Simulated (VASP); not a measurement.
# PtSe2 (Sudovikovite) (P-3m1) in VASP: notebook, part 2 of 2

VASP 6.6.1. Earlier steps stand in the parts before.

### 3 Single point, PBEsol, non-collinear spin, zero start, spin-orbit coupling

Contents of INCAR:

```
PREC     = Accurate       # precision mode
ENCUT    = 520            # plane-wave cutoff, eV
EDIFF    = 1E-6           # SCF threshold, eV
ISMEAR   = -1             # smearing method
SIGMA    = 0.05           # smearing width, eV
LREAL    = False          # projectors in reciprocal space
LASPH    = True           # aspherical terms in the spheres
NELM     = 150            # most SCF steps
ALGO     = Normal         # electronic algorithm
ISIF     = 2              # what is computed and relaxed
LWAVE    = False          # write WAVECAR
LCHARG   = False          # write CHGCAR
MAGMOM   = 0 0 0 0 0 0 0 0 0 # initial moments
LORBIT   = 11             # projections on sites
LSORBIT  = True           # spin-orbit coupling
GGA_COMPAT= False        
LORBMOM  = True         
LMAXMIX  = 4              # l up to which the mixer works
GGA      = PS             # functional
NBANDS   = 35             # bands
```

Contents of KPOINTS:

```
regular mesh
0
Gamma
  8 8 5
```

Contents of POSCAR:

```
PtSe2
1.0
    3.7240000000      0.0000000000      0.0000000000
   -1.8620000000      3.2250786037      0.0000000000
    0.0000000000      0.0000000000      5.0620000000
Pt Se
1 2
Direct
    0.0000000000      0.0000000000      0.0000000000
    0.6666666667      0.3333333333      0.7500000000
    0.3333333333      0.6666666667      0.2500000000
```

Potentials or basis: VASP PAW PBE potentials, release 64 (Pt, Se).

Started as:

```sh
$ cat potpaw_PBE.64/Pt/POTCAR potpaw_PBE.64/Se/POTCAR > POTCAR
$ mpirun -np 1 vasp_ncl > vasp.out
```

OUTCAR:

```text
PREC = Accurate
   ENCUT = 520
   EDIFF = 1E-6
   ISMEAR = -1
   LREAL = False
   LASPH = True
   NELM = 150
   ISIF = 2
   LORBIT = 11
   LSORBIT = True
   GGA = PS

 ion  position               nearest neighbor table
   1  0.000  0.000  0.000-   2 2.49   3 2.49   2 2.49   3 2.49   2 2.49   3 2.49
   2  0.667  0.333  0.750-   1 2.49   1 2.49   1 2.49
   3  0.333  0.667  0.250-   1 2.49   1 2.49   1 2.49

  LATTYP: Found a hexagonal cell.
 ALAT       =     3.7240000000
 C/A-ratio  =     1.3592910849

  Lattice vectors:

 A1 = (   3.7240000000,   0.0000000000,   0.0000000000)
 A2 = (  -1.8620000000,   3.2250786037,   0.0000000000)
 A3 = (   0.0000000000,   0.0000000000,   5.0620000000)

Analysis of symmetry for initial positions (statically):
=====================================================================
 Subroutine PRICEL returns:
 Original cell was already a primitive cell.

 Routine SETGRP: Setting up the symmetry group for a
 hexagonal supercell.

 Subroutine GETGRP returns: Found 12 space group operations
 (whereof 12 operations were pure point group operations)
 out of a pool of 24 trial point group operations.

[... 1153 lines left out ...]
    -0.0190048    -0.0234540    -0.0480840     0.0000000    -0.0190048
    -0.0643491    -0.0190048     0.0000000    -0.0190048     0.0000000
 l=   3
     0.0000000     0.0000000     0.0000000     0.0000000     0.0000000     0.0000000     0.0000000
     0.0000000     0.0000000     0.0000000     0.0000000     0.0000000     0.0000000     0.0000000
     0.0000000     0.0000000     0.0000000     0.0000000     0.0000000     0.0000000     0.0000000
     0.0000000     0.0000000     0.0000000     0.0000000     0.0000000     0.0000000     0.0000000
[... 29 lines left out ...]
 l=   2
     0.0000000    -0.0000006     0.0000000    -0.0000006    -0.0000161
    -0.0000006     0.0000000    -0.0000116    -0.0000054    -0.0000006
     0.0000000    -0.0000116     0.0000000    -0.0000116     0.0000000
    -0.0000006    -0.0000054    -0.0000116     0.0000000    -0.0000006
    -0.0000161    -0.0000006     0.0000000    -0.0000006     0.0000000
 l=   3
     0.0000000     0.0000000     0.0000000     0.0000000     0.0000000     0.0000000     0.0000000
     0.0000000     0.0000000     0.0000000     0.0000000     0.0000000     0.0000000     0.0000000
     0.0000000     0.0000000     0.0000000     0.0000000     0.0000000     0.0000000     0.0000000
     0.0000000     0.0000000     0.0000000     0.0000000     0.0000000     0.0000000     0.0000000
     0.0000000     0.0000000     0.0000000     0.0000000     0.0000000     0.0000000     0.0000000
     0.0000000     0.0000000     0.0000000     0.0000000     0.0000000     0.0000000     0.0000000
     0.0000000     0.0000000     0.0000000     0.0000000     0.0000000     0.0000000     0.0000000

 total charge

# of ion       s       p       d       tot
------------------------------------------
    1        0.689   0.739   8.020   9.448
    2        1.486   2.231   0.071   3.788
    3        1.486   2.231   0.071   3.788
--------------------------------------------------
tot          3.660   5.201   8.162  17.023

 magnetization (x)

# of ion       s       p       d       tot
------------------------------------------
    1        0.000  -0.000  -0.000  -0.000
    2        0.000   0.000   0.000   0.000
    3        0.000   0.000   0.000   0.000
--------------------------------------------------
tot          0.000   0.000   0.000   0.000

 magnetization (y)

# of ion       s       p       d       tot
------------------------------------------
    1        0.000   0.000   0.000   0.000
    2       -0.000   0.000  -0.000  -0.000
    3        0.000   0.000  -0.000   0.000
--------------------------------------------------
tot          0.000   0.000  -0.000  -0.000

 magnetization (z)

# of ion       s       p       d       tot
------------------------------------------
    1       -0.000   0.000   0.000   0.000
    2        0.000   0.000   0.000   0.000
    3        0.000   0.000   0.000   0.000
--------------------------------------------------
tot         -0.000   0.000   0.000   0.000
```

stdout:

```text
POSCAR found type information on POSCAR PtSe
 POSCAR found :  2 types and       3 ions
 scaLAPACK will be used
 -----------------------------------------------------------------------------
|                                                                             |
|                                                                             |
|     You enforced a specific xc type in the INCAR file but a different       |
|     I HOPE YOU KNOW WHAT YOU ARE DOING!                                     |
|                                                                             |
 -----------------------------------------------------------------------------

 LDA part: xc-table for (Slater+PW92), standard interpolation
 POSCAR, INCAR and KPOINTS ok, starting setup
 FFT: planning ... GRIDC
 FFT: planning ... GRID_SOFT
 FFT: planning ... GRID
 WAVECAR not read
 entering main loop
```

Wall time 2.5 min (1 thread of Intel Xeon Platinum 8559C (Emerald Rapids), shared host); peak memory 0.37 GiB.

What came out:

```yaml
Free_energy: -16.2850 eV
Pressure: 2.4 GPa
Largest_force: 0.383 eV/Å
Net_moment: 0.00 μB per cell
Valence_electrons_inside_the_program's_atomic_spheres: Pt 9.45; Se 3.79
```

Forces in eV/Å, atoms in the order of the input:
```
Pt   0.000  0.000  0.000
Se   0.000  0.000 -0.383
Se   0.000  0.000  0.383
```

Moments on the atoms (μB; x, y, z):
```
Pt  0.00 0.00 0.00
Se  0.00 0.00 0.00
Se  0.00 0.00 0.00
```

Caveat: the PAW data sets were made with another functional, which shifts forces and pressure a little.
